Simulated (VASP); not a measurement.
Set up this calculation in VASP 6.6.1, as the native input.

```
Task                   : relaxation of cell and atoms
Functional             : PBE
Potentials or basis    : VASP PAW PBE potentials, release 64 (Zn, Au)
Cutoff                 : 600 eV
k mesh                 : 9 × 9 × 9
Occupations            : fermi-dirac, width 0.1 eV
Spin                   : non-collinear spin, zero start, spin-orbit coupling
Starting moments       : [[0.0, 0.0, 0.0], [0.0, 0.0, 0.0]] μB
Dipole correction      : no
Further INCAR settings : ALGO = Normal; EDIFF = 1e-07; IBRION = 2; EDIFFG = -0.03; NSW = 60; ISIF = 3
```

The structure of ZnAu lies in POSCAR:

```
ZnAu
1.0
    3.1624294000      0.0000000000      0.0000000000
    0.0000000000      3.1624294000      0.0000000000
    0.0000000000      0.0000000000      3.1624294000
Zn Au
1 1
Direct
    0.5000000000      0.5000000000      0.5000000000
    0.0000000000      0.0000000000      0.0000000000
```

One way to write it, as run:

INCAR

```
SYSTEM = ZnAu
ALGO = Normal
EDIFF = 1E-7
EDIFFG = -0.03
ENCUT = 600
GGA = PE
GGA_COMPAT = .False.
IBRION = 2
ISIF = 3
ISMEAR = -1
LASPH = .True.
LCHARG = .False.
LMAXMIX = 4
LORBIT = 11
LORBMOM = .True.
LREAL = .False.
LSORBIT = .True.
LWAVE = .False.
MAGMOM = 0 0 0 0 0 0
NELM = 150
NSW = 60
PREC = Accurate
SIGMA = 0.1
```

KPOINTS

```
k-points
0
Gamma
  9 9 9
  0 0 0
```

Potentials or basis: VASP PAW PBE potentials, release 64 (Zn, Au).

The run is started by

```bash
$ cat potpaw_PBE.64/Zn/POTCAR potpaw_PBE.64/Au/POTCAR > POTCAR
$ mpirun -np 1 vasp_ncl > vasp.out
```

Results of the run:

* Relaxed volume: 16.15 Å³/atom
* Relaxed cell: a = 3.185 Å, b = 3.185 Å, c = 3.185 Å, α = 90.00°, β = 90.00°, γ = 90.00°
* Space group after relaxing (to 0.05 Å): Pm-3m (No. 221)
* Energy gained by relaxing: 2.7 meV/atom
* Ionic steps: 3
* Pressure after relaxing: 0.0 GPa
* Net moment: 0.00 μB per cell
* Valence electrons inside the program's atomic spheres: Zn 10.70; Au 9.69

Wall time 3.9 min on 1 thread of AMD EPYC 7R43 64-Core Processor (Zen 3) (shared host), peak memory 0.26 GiB.
